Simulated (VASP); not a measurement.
Here is a VASP 6.6.1 calculation.

File INCAR:

```
  PREC = Accurate
  ENCUT = 500
  EDIFF = 1E-6
  ISMEAR = 0
  SIGMA = 0.15
  LREAL = False
  LASPH = True
  NELM = 120
  ALGO = Normal
  ISIF = 2
  LWAVE = False
  LCHARG = False
  GGA = PE
  NBANDS = 19
  GGA_COMPAT = False
```

File KPOINTS:

```
regular mesh
0
Gamma
  4 4 3
```

Contents of POSCAR:

```
SrCl2
1.0
    3.3943677900     -3.4106026548      0.0000000000
    3.3943677900      3.4106026548      0.0000000000
    0.0000000000      0.0000000000      3.7928274284
Sr Cl
1 2
Direct
    0.0000000000      0.0000000000      0.5000000000
    0.0000000000      0.5000000000      0.0000000000
    0.5000000000      0.0000000000      0.0000000000
```

Potentials or basis: VASP PAW PBE potentials, release 64 (Sr_sv, Cl).

Command:

```bash
$ cat potpaw_PBE.64/Sr_sv/POTCAR potpaw_PBE.64/Cl/POTCAR > POTCAR
$ mpirun -np 1 vasp_std > vasp.out
```

Task: What does it give for the band gap on the k mesh?

Result: 3.02 eV, indirect (least direct gap 3.64 eV).

Task: Predict the pressure.

Result: 0.2 GPa.

Stress tensor (GPa, compression positive):
```
0.29 0.00 0.00
0.00 0.05 0.00
0.00 0.00 0.12
```

Caveat: the k points lie up to 0.55 Å⁻¹ apart. A k mesh can miss the band edges.
